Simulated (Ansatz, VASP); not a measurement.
**Ag in VASP and in Ansatz**

Contents of INCAR:

```
PREC     = Accurate       # precision mode
ENCUT    = 520            # plane-wave cutoff, eV
EDIFF    = 1E-6           # SCF threshold, eV
ISMEAR   = 0              # smearing method
SIGMA    = 0.15           # smearing width, eV
LREAL    = F              # projectors in reciprocal space
LASPH    = T              # aspherical terms in the spheres
NELM     = 60             # most SCF steps
ALGO     = Fast           # electronic algorithm
ISIF     = 2              # what is computed and relaxed
LWAVE    = F              # write WAVECAR
LCHARG   = F              # write CHGCAR
GGA      = PE             # functional
NBANDS   = 12             # bands
```

The input KPOINTS:

```
Automatic mesh
0
Gamma
  20 20 20
```

POSCAR

```
Ag
1.0
   -1.6556540000      1.7487845375      1.7487845375
    1.6556540000     -1.5625234625      1.5625234625
    1.6556540000      1.5625234625     -1.5625234625
Ag
1
Direct
    0.0000000000      0.0000000000      0.0000000000
```

Input for Ansatz:

```yaml
crystal:
  lattice:
    - [-1.655654, 1.7487845375, 1.7487845375]
    - [1.655654, -1.5625234625, 1.5625234625]
    - [1.655654, 1.5625234625, -1.5625234625]
  atoms:
    - { symbol: Ag, position: [0.0, 0.0, 0.0] }
basis:
  ecutwfc: 420
kpoints:
  mp_grid: { grid: [20, 20, 20] }
hamiltonian:
  xc: pbe
scf:
  occupations: { method: gaussian, width: 0.15 }
output:
  forces: true
  stress: true
  eigenvalues: true
```

Change from the starting cell: strain +0.1125 x Voigt [0, 0, 0, 1, 0, 0], atoms carried along.

Alike in both runs: task single point; functional PBE; k mesh 20 × 20 × 20; occupations gaussian, width 0.15 eV; no spin polarisation.

|  | VASP | Ansatz |
| --- | --- | --- |
| version | VASP 6.6.1 | Ansatz 0.2.0 |
| potentials or method | VASP PAW PBE potentials, release 64 (Ag), cutoff 520 eV | scalar-relativistic, plane waves, PAW |
| valence electrons in the cell | 11 | 19 |

VASP gave:

```
gap on the k mesh at the Fermi level (eV)                     : none
pressure (GPa)                                                : 0.5
traceless stress, the component that is largest in VASP (GPa) : -5.67
```

Which values does Ansatz return?

gap on the k mesh at the Fermi level (eV): none; pressure (GPa): 0.6; traceless stress, the component that is largest in VASP (GPa): -5.71.

A gap of «none» marks a metal or a gap that the smearing closes. VASP's potentials hold 11 valence electrons a cell and Ansatz's 19, so a difference there can come from the potentials and not from the codes.
